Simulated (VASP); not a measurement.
# ZnSe (F-43m) in VASP: G0W0 quasiparticle levels with PBE

Aim: the G0W0 quasiparticle levels of ZnSe with PBE.

Program: VASP 6.6.1. These are calculated values, not measurements. Logs are shortened: lines on timing, memory, paths and dates and some standing lists are left out, and cuts for length are marked.

**1. The cell of the first run**

Symmetry: F-43m, No. 216, cubic system. The conventional cell has a = 5.665 Å, b = 5.665 Å, c = 5.665 Å, α = 90.00°, β = 90.00°, γ = 90.00°. Within 3.2 Å of Zn (site symmetry -43m) lie 4 Se at 2.45 Å. Se (site symmetry -43m) has 4 Zn at 2.45 Å within 3.2 Å.

**2. G0W0 quasiparticle levels, PBE**

POSCAR

```
ZnSe
1.0
    0.0000000000      2.8324246788      2.8324246788
    2.8324246788      0.0000000000      2.8324246788
    2.8324246788      2.8324246788      0.0000000000
Zn Se
1 1
Direct
    0.0000000000      0.0000000000      0.0000000000
    0.2500000000      0.2500000000      0.2500000000
```

INCAR.step1

```
  PREC = Accurate
  ENCUT = 500
  EDIFF = 1E-8
  ISMEAR = 0
  SIGMA = 0.01
  LREAL = False
  LASPH = True
  NELM = 80
  ALGO = Normal
  LWAVE = True
  LCHARG = False
  GGA = PE
```

INCAR.step2

```
  PREC = Accurate
  ENCUT = 500
  EDIFF = 1E-8
  ISMEAR = 0
  SIGMA = 0.01
  LREAL = False
  LASPH = True
  NELM = 1
  ALGO = Exact
  LWAVE = True
  LCHARG = False
  GGA = PE
  NBANDS = 69
  LOPTICS = True
  ISTART = 1
```

INCAR.step3

```
  PREC = Accurate
  ENCUT = 500
  EDIFF = 1E-8
  ISMEAR = 0
  SIGMA = 0.01
  LREAL = False
  LASPH = True
  ALGO = EVGW0
  LWAVE = False
  LCHARG = False
  GGA = PE
  NELMGW = 1
  NBANDS = 69
  ENCUTGW = 80.0
  NOMEGA = 48
  PRECFOCK = Fast
  ISTART = 1
  NBANDSGW = 17
```

KPOINTS

```
Automatic mesh
0
Gamma
  4 4 4
```

Potentials or basis: VASP PAW PBE potentials, release 64 (Zn_GW, Se_GW).

Run with:

```console
cat potpaw_PBE.64/Zn_GW/POTCAR potpaw_PBE.64/Se_GW/POTCAR > POTCAR
cp INCAR.step1 INCAR
mpirun -np 1 vasp_std > vasp.out
cp INCAR.step2 INCAR
mpirun -np 1 vasp_std > vasp.out
cp INCAR.step3 INCAR
mpirun -np 1 vasp_std > vasp.out
```

OUTCAR:

```text
PREC = Accurate
   ENCUT = 500
   EDIFF = 1E-8
   ISMEAR = 0
   LREAL = False
   LASPH = True
   GGA = PE
   NELMGW = 1
   ENCUTGW = 80.0
   PRECFOCK = Fast
   ISTART = 1

 ion  position               nearest neighbor table
   1  0.000  0.000  0.000-   2 2.45   2 2.45   2 2.45   2 2.45
   2  0.250  0.250  0.250-   1 2.45   1 2.45   1 2.45   1 2.45

  LATTYP: Found a face centered cubic cell.
 ALAT       =     5.6648493576

  Lattice vectors:

 A1 = (   0.0000000000,   2.8324246788,   2.8324246788)
 A2 = (   2.8324246788,   0.0000000000,   2.8324246788)
 A3 = (   2.8324246788,   2.8324246788,   0.0000000000)

Analysis of symmetry for initial positions (statically):
=====================================================================
 Subroutine PRICEL returns:
 Original cell was already a primitive cell.

 Routine SETGRP: Setting up the symmetry group for a
 face centered cubic supercell.

 Subroutine GETGRP returns: Found 24 space group operations
 (whereof 24 operations were pure point group operations)
 out of a pool of 48 trial point group operations.

The static configuration has the point symmetry T_d .

Analysis of symmetry for dynamics (positions and initial velocities):
=====================================================================
 Subroutine PRICEL returns:
 Original cell was already a primitive cell.

 Routine SETGRP: Setting up the symmetry group for a
 face centered cubic supercell.

 Subroutine GETGRP returns: Found 24 space group operations
 (whereof 24 operations were pure point group operations)
 out of a pool of 48 trial point group operations.

The dynamic configuration has the point symmetry T_d .

 Subroutine INISYM returns: Found 24 space group operations
 (whereof 24 operations are pure point group operations),
 and found     1 'primitive' translations

----------------------------------------------------------------------------------------

                                     Primitive cell

  volume of cell :      45.4470

  direct lattice vectors                    reciprocal lattice vectors
     0.000000000  2.832424679  2.832424679    -0.176527201  0.176527201  0.176527201
     2.832424679  0.000000000  2.832424679     0.176527201 -0.176527201  0.176527201
     2.832424679  2.832424679  0.000000000     0.176527201  0.176527201 -0.176527201

  length of vectors
     4.005653395  4.005653395  4.005653395     0.305754081  0.305754081  0.305754081

  position of ions in fractional coordinates (direct lattice)
     0.000000000  0.000000000  0.000000000
     0.250000000  0.250000000  0.250000000

  ion indices of the primitive-cell ions
   primitive index   ion index
                 1           1
                 2           2

----------------------------------------------------------------------------------------

 KPOINTS: Automatic mesh

Automatic generation of k-mesh.
 Grid dimensions read from file:
 generate k-points for:    4    4    4

 Generating k-lattice:

  Cartesian coordinates                     Fractional coordinates (reciprocal lattice)
    -0.044131800  0.044131800  0.044131800     0.250000000  0.000000000  0.000000000
     0.044131800 -0.044131800  0.044131800     0.000000000  0.250000000  0.000000000
     0.044131800  0.044131800 -0.044131800     0.000000000  0.000000000  0.250000000

  Length of vectors
     0.076438520  0.076438520  0.076438520

  Shift w.r.t. Gamma in fractional coordinates (k-lattice)
     0.000000000  0.000000000  0.000000000

 Subroutine IBZKPT returns following result:
 ===========================================

 Found      8 irreducible k-points:

 Following reciprocal coordinates:
            Coordinates               Weight
  0.000000  0.000000  0.000000      1.000000
  0.250000  0.000000  0.000000      8.000000
  0.500000  0.000000  0.000000      4.000000
  0.250000  0.250000  0.000000      6.000000
  0.500000  0.250000  0.000000     24.000000
 -0.250000  0.250000  0.000000     12.000000
  0.500000  0.500000  0.000000      3.000000
 -0.250000  0.500000  0.250000      6.000000
   k-points           NKPTS =      8   k-points in BZ     NKDIM =     64   number of bands    NBANDS=     69
   number of dos      NEDOS =    301   number of ions     NIONS =      2
   total plane-waves  NPLWV =  27000
   dimension x,y,z NGX =    30 NGY =   30 NGZ =   30
   dimension x,y,z NGXF=    60 NGYF=   60 NGZF=   60
   ions per type =               1   1
   NGX,Y,Z   is equivalent  to a cutoff of  12.45, 12.45, 12.45 a.u.
   NGXF,Y,Z  is equivalent  to a cutoff of  24.90, 24.90, 24.90 a.u.
 SYSTEM =  unknown system
   PREC   = accura    normal or accurate (medium, high low for compatibility)
   ISTART =      1    job   : 0-new  1-cont  2-samecut
   ICHARG =      0    charge: 1-file 2-atom 10-const
   ISPIN  =      1    spin polarized calculation?
   LNONCOLLINEAR =      F non collinear calculations
   LSORBIT =      F    spin-orbit coupling
   LASPH  =      T    aspherical Exc in radial PAW
   ENCUT  =  500.0 eV  36.75 Ry    6.06 a.u.   7.30  7.30  7.30*2*pi/ulx,y,z
   NELM   =     60;   NELMIN=  2; NELMDL=  0     # of ELM steps
   EDIFF  = 0.1E-07   stopping-criterion for ELM
   LREAL  =      F    real-space projection
   EDIFFG = 0.1E-06   stopping-criterion for IOM
   NSW    =      0    number of steps for IOM
   IBRION =     -1    ionic relax: 0-MD 1-quasi-New 2-CG
   NFREE  =      0    steps in history (QN), initial steepest desc. (CG)
   ISIF   =      0    stress and relaxation
   ISYM   =      3    0-nonsym 1-usesym 2-fastsym
   POTIM  = 0.5000    time-step for ionic-motion
   TEBEG  =    0.0;   TEEND  =   0.0 temperature during run
   PSTRESS=    0.0 pullay stress
   NELECT =      18.0000    total number of electrons
   NUPDOWN=      -1.0000    fix difference up-down
   EMIN   =  10.00;   EMAX   =-10.00  energy-range for DOS
   EFERMI =   0.00;   METHOD = LEGACY
   ISMEAR =     0;   SIGMA  =   0.01  broadening in eV -4-tet -1-fermi 0-gaus
   EFERMI_NEDOS =   21; number of points for ismear=-14 and -15
   IALGO  =     38    algorithm
   IMIX   =      4    mixing-type and parameters
     AMIX     =   0.40;   BMIX     =  1.00
     AMIX_MAG =   1.60;   BMIX_MAG =  1.00
  volume/ion in A,a.u.               =      22.72       153.35
  Fermi-wavevector in a.u.,A,eV,Ry     =   1.202257  2.271936 19.666157  1.445422
  Thomas-Fermi vector in A             =   2.338043
   LORBIT       =      0    0 simple, 1 ext, 2 COOP (PROOUT), +10 PAW based schemes
   GGA     = PE    functional components
   LHFCALC =     T    Hartree Fock is set to
   PRECFOCK=fast      Normal, Fast or Accurate (Low or Medium for compatibility)
   ENCUT4O =  -1.0   cutoff for four orbital integrals eV
   NKREDX  =     1    reduce k-point grid by
   NKREDY  =     1    reduce k-point grid by
   NKREDZ  =     1    reduce k-point grid by
   AEXX    =    1.0000 exact exchange contribution
   HFSCREEN=    0.0000 screening length (either q_TF or 0.3 A-1)
   HFSCREENC=   0.0000 screening length for correlation (either q_TF or 0.3 A-1)
   ENCUTFOCK=  -1.0 apply spherical cutoff to Coloumb kernel
   IVDW    =     0    specifies the selected vdW correction
   LEPSILON=     F    determine dielectric tensor
   LRPA    =     F    only Hartree local field effects (RPA)
   LRPAFORCE           =     F    calculate RPA forces
   ENCUTGW             =  80.0    cutoff for response function in eV
   ENCUTGWSOFT         =  64.0    soft cutoff for Coulomb kernel in GW response function in eV
   ENCUTLF             =  -1.0    cutoff for local field effects
   NELMGW              =     1    number of iterations in solving QP/BSE equation
   NELMHF              =     1    number of iterations in the inner HF iteration
   NKREDLFX            =     1    NKREDLFY  =   1   NKREDLFZ  =   1
 non-spin polarized calculation
 Gauss-broadening in eV      SIGMA  =   0.01
  energy-cutoff  :      500.00
  volume of cell :       45.45
 maximum number of plane-waves:      1174
 NGX is ok and might be reduce to    30
  NGX = 18; NGY = 18; NGZ = 18
   NGX = 15   NGY = 15   NGZ = 15
 maximum number of plane-waves:        80
 NGX is ok and might be reduce to    14

 QP shifts <psi_nk| G(iteration)W_0 |psi_nk>: iteration 1
 for sc-GW calculations column KS-energies equals QP-energies in previous step
 and V_xc(KS)=  KS-energies - (<T + V_ion + V_H > + <T+V_H+V_ion>^1  + <V_x>^1)

 k-point   1 :       0.0000    0.0000    0.0000
  band No.  KS-energies  QP-energies   sigma(KS)   V_xc(KS)     V^pw_x(r,r')   Z            occupation Imag(sigma)

      1     -10.5740     -10.8719     -12.7710     -12.3143     -19.8487       0.6522       2.0000       1.1182
      2      -3.8875      -5.8751     -22.6375     -19.6823     -30.8557       0.6726       2.0000       0.2130
      3      -3.8875      -5.8751     -22.6375     -19.6823     -30.8557       0.6726       2.0000       0.2130
      4      -3.8875      -5.8751     -22.6375     -19.6823     -30.8557       0.6726       2.0000       0.2130
      5      -3.5191      -5.6492     -23.6422     -20.4961     -32.0550       0.6771       2.0000       0.1905
      6      -3.5191      -5.6492     -23.6422     -20.4961     -32.0550       0.6771       2.0000       0.1905
[... 9 lines left out ...]
     16      14.1333      14.4807      -9.8694     -10.3325      -5.0154       0.7503       0.0000      -0.2803
     17      15.7241      15.6538      -7.7059      -7.6132      -2.2731       0.7587       0.0000      -0.5254

 k-point   2 :       0.2500    0.0000    0.0000
  band No.  KS-energies  QP-energies   sigma(KS)   V_xc(KS)     V^pw_x(r,r')   Z            occupation Imag(sigma)

      1     -10.2093     -10.5014     -13.0031     -12.5597     -19.9650       0.6586       2.0000       1.0889
      2      -3.8371      -5.8388     -22.7535     -19.7814     -30.9915       0.6735       2.0000       0.2120
      3      -3.8371      -5.8388     -22.7535     -19.7814     -30.9915       0.6735       2.0000       0.2120
      4      -3.8249      -5.7487     -21.9795     -19.1297     -29.9302       0.6751       2.0000       0.2191
      5      -3.5191      -5.6541     -23.6378     -20.4930     -32.0548       0.6789       2.0000       0.1914
      6      -3.5191      -5.6541     -23.6378     -20.4930     -32.0548       0.6789       2.0000       0.1914
[... 9 lines left out ...]
     16      13.3889      13.3840      -7.3495      -7.3430      -2.2284       0.7525       0.0000      -0.3045
     17      16.6507      16.9180      -8.4362      -8.7918      -2.8148       0.7516       0.0000      -0.5594

 k-point   3 :       0.5000    0.0000    0.0000
  band No.  KS-energies  QP-energies   sigma(KS)   V_xc(KS)     V^pw_x(r,r')   Z            occupation Imag(sigma)

      1      -9.7787     -10.0557     -13.3511     -12.9379     -20.2087       0.6704       2.0000       1.0399
      2      -3.8002      -5.8159     -22.8310     -19.8443     -31.0803       0.6749       2.0000       0.2102
      3      -3.8002      -5.8159     -22.8310     -19.8443     -31.0803       0.6749       2.0000       0.2102
      4      -3.5007      -5.6387     -23.7006     -20.5508     -32.1391       0.6788       2.0000       0.1926
      5      -3.5007      -5.6387     -23.7006     -20.5508     -32.1391       0.6788       2.0000       0.1926
      6      -3.3592      -5.4570     -23.5148     -20.4244     -31.8769       0.6788       2.0000       0.2037
[... 9 lines left out ...]
     16      15.7624      16.1695      -9.4276      -9.9681      -3.9941       0.7533       0.0000      -0.4746
     17      16.8659      17.4426      -9.4280     -10.1892      -3.7441       0.7576       0.0000      -0.6511

 k-point   4 :       0.2500    0.2500    0.0000
  band No.  KS-energies  QP-energies   sigma(KS)   V_xc(KS)     V^pw_x(r,r')   Z            occupation Imag(sigma)

      1     -10.0868     -10.3769     -13.0828     -12.6448     -20.0082       0.6623       2.0000       1.0820
      2      -3.8977      -5.7848     -21.6589     -18.8608     -29.5196       0.6744       2.0000       0.2218
      3      -3.7769      -5.8003     -22.8922     -19.8990     -31.1559       0.6760       2.0000       0.2112
      4      -3.7769      -5.8003     -22.8922     -19.8990     -31.1559       0.6760       2.0000       0.2112
      5      -3.5447      -5.6595     -23.4962     -20.3725     -31.8800       0.6770       2.0000       0.1938
      6      -3.4952      -5.6370     -23.7022     -20.5499     -32.1327       0.6794       2.0000       0.1903
[... 37 lines left out ...]
      2      -3.7886      -5.7976     -22.7165     -19.7437     -30.9183       0.6758       2.0000       0.2113
      3      -3.7707      -5.7967     -22.9217     -19.9268     -31.1915       0.6765       2.0000       0.2103
      4      -3.6327      -5.5834     -22.1007     -19.2269     -30.0241       0.6788       2.0000       0.2135
      5      -3.5311      -5.6583     -23.5969     -20.4572     -32.0102       0.6775       2.0000       0.1925
      6      -3.4691      -5.5673     -23.4146     -20.3322     -31.7355       0.6807       2.0000       0.1980
[... 9 lines left out ...]
     16      16.7725      17.1554      -9.3289      -9.8352      -3.7262       0.7561       0.0000      -0.6071
     17      17.2595      17.4837      -8.2783      -8.5737      -2.8295       0.7588       0.0000      -0.5303

 k-point   7 :       0.5000    0.5000    0.0000
  band No.  KS-energies  QP-energies   sigma(KS)   V_xc(KS)     V^pw_x(r,r')   Z            occupation Imag(sigma)

      1      -9.5082      -9.7726     -13.5591     -13.1705     -20.3652       0.6804       2.0000       1.0181
      2      -3.8558      -5.6928     -21.0754     -18.3623     -28.6979       0.6771       2.0000       0.2248
      3      -3.6348      -5.7089     -23.3444     -20.2835     -31.7142       0.6776       2.0000       0.2074
      4      -3.6348      -5.7089     -23.3444     -20.2835     -31.7142       0.6776       2.0000       0.2074
      5      -3.4710      -5.6234     -23.7610     -20.6036     -32.2083       0.6817       2.0000       0.1902
      6      -3.3383      -5.4080     -23.2524     -20.2058     -31.5246       0.6794       2.0000       0.2052
[... 9 lines left out ...]
     16      17.0831      17.4632      -9.8298     -10.3316      -4.4719       0.7575       0.0000      -0.5502
     17      17.0831      17.4632      -9.8298     -10.3316      -4.4719       0.7575       0.0000      -0.5502

 k-point   8 :      -0.2500    0.5000    0.2500
  band No.  KS-energies  QP-energies   sigma(KS)   V_xc(KS)     V^pw_x(r,r')   Z            occupation Imag(sigma)

      1      -9.5032      -9.7651     -13.5723     -13.1853     -20.3859       0.6766       2.0000       1.0099
      2      -3.7704      -5.7569     -22.4506     -19.5192     -30.5391       0.6777       2.0000       0.2118
      3      -3.6809      -5.7592     -23.2975     -20.2283     -31.6814       0.6771       2.0000       0.2074
      4      -3.5514      -5.6163     -23.1498     -20.0963     -31.4021       0.6763       2.0000       0.1964
      5      -3.5486      -5.6756     -23.6230     -20.4860     -32.0669       0.6780       2.0000       0.1987
      6      -3.2166      -5.3139     -23.6450     -20.5676     -31.9887       0.6815       2.0000       0.2029
[... 9 lines left out ...]
     16      16.7621      16.9550      -8.9466      -9.2031      -3.4335       0.7522       0.0000      -0.5786
     17      17.3046      17.8561      -9.5591     -10.2974      -3.9197       0.7469       0.0000      -0.5873
```

It took 2.2 min on 1 thread of Intel Xeon Platinum 8559C (Emerald Rapids), shared host; peak memory 0.43 GiB.

What came out:

```
Quasiparticle gap                                   : 2.41 eV
Least direct quasiparticle gap                      : 2.41 eV
Band gap of the starting levels on the mesh         : 1.27 eV
Least direct gap of the starting levels on the mesh : 1.27 eV
```

Caveat: the k points lie up to 0.48 Å⁻¹ apart; bands, screening cutoff and mesh are small and nothing is extrapolated, so the quasiparticle values aren't converged.
